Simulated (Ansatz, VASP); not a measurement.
**Al: VASP beside Ansatz**

Contents of INCAR:

```
SYSTEM = Al
ALGO     = Normal         ! electronic algorithm
EDIFF    = 1E-7           ! SCF threshold, eV
ENCUT    = 520            ! plane-wave cutoff, eV
GGA      = PS             ! functional
ISIF     = 2              ! what is computed and relaxed
ISMEAR   = 0              ! smearing method
LASPH    = .TRUE.         ! aspherical terms in the spheres
LCHARG   = .FALSE.        ! write CHGCAR
LREAL    = .FALSE.        ! projectors in reciprocal space
LWAVE    = .FALSE.        ! write WAVECAR
NBANDS   = 14             ! bands
NELM     = 60             ! most SCF steps
PREC     = Accurate       ! precision mode
SIGMA    = 0.1            ! smearing width, eV
```

Contents of KPOINTS:

```
k-points
0
G
  6 6 4
  0 0 0
```

POSCAR

```
Al
1.0
    2.1039470974     -3.8377196152      0.0000000000
    2.1039470974      3.8377196152      0.0000000000
    0.0000000000      0.0000000000      4.3168196612
Al
4
Direct
    0.1531187390      0.8468812610      0.0231597632
    0.6531187390      0.3468812610      0.4768402368
    0.8468812610      0.1531187390      0.9768402368
    0.3468812610      0.6531187390      0.5231597632
```

Input for Ansatz:

```yaml
crystal:
  lattice:
    - [2.1039470974, -3.8377196152, 0.0]
    - [2.1039470974, 3.8377196152, 0.0]
    - [0.0, 0.0, 4.3168196612]
  atoms:
    - { symbol: Al, position: [0.153118739, 0.846881261, 0.0231597632] }
    - { symbol: Al, position: [0.653118739, 0.346881261, 0.4768402368] }
    - { symbol: Al, position: [0.846881261, 0.153118739, 0.9768402368] }
    - { symbol: Al, position: [0.346881261, 0.653118739, 0.5231597632] }
basis:
  ecutwfc: 420
kpoints:
  mp_grid: { grid: [6, 6, 4] }
hamiltonian:
  xc: pbesol
scf:
  occupations: { method: gaussian, width: 0.1 }
output:
  forces: true
  stress: true
  eigenvalues: true
```

Alike in both runs: task single point; functional PBEsol; k mesh 6 × 6 × 4; occupations gaussian, width 0.1 eV; no spin polarisation.

```csv
,VASP,Ansatz
version,VASP 6.6.1,Ansatz 0.2.0
potentials or method,"VASP PAW PBE potentials, release 64 (Al), cutoff 520 eV","scalar-relativistic, plane waves, PAW"
valence electrons in the cell,12,12
```

```csv
,VASP,Ansatz,Ansatz less VASP
gap on the k mesh at the Fermi level (eV),none,none,-
pressure (GPa),12.1,12.0,-0.12
"traceless stress, the component that is largest in VASP (GPa)",12.51,12.41,-0.101
rms of the force components (eV/Å),0.311,0.308,-0.0030
```

VASP's potentials were made for PBE, not for PBEsol. Atom by atom the forces differ by 0.003 eV/Å (rms over components). A gap of «none» marks a metal or a gap that the smearing closes. With one functional, cell and mesh, what is left measures potentials, basis and numerics.

The k mesh is coarse, so the values compare programs but aren't converged.
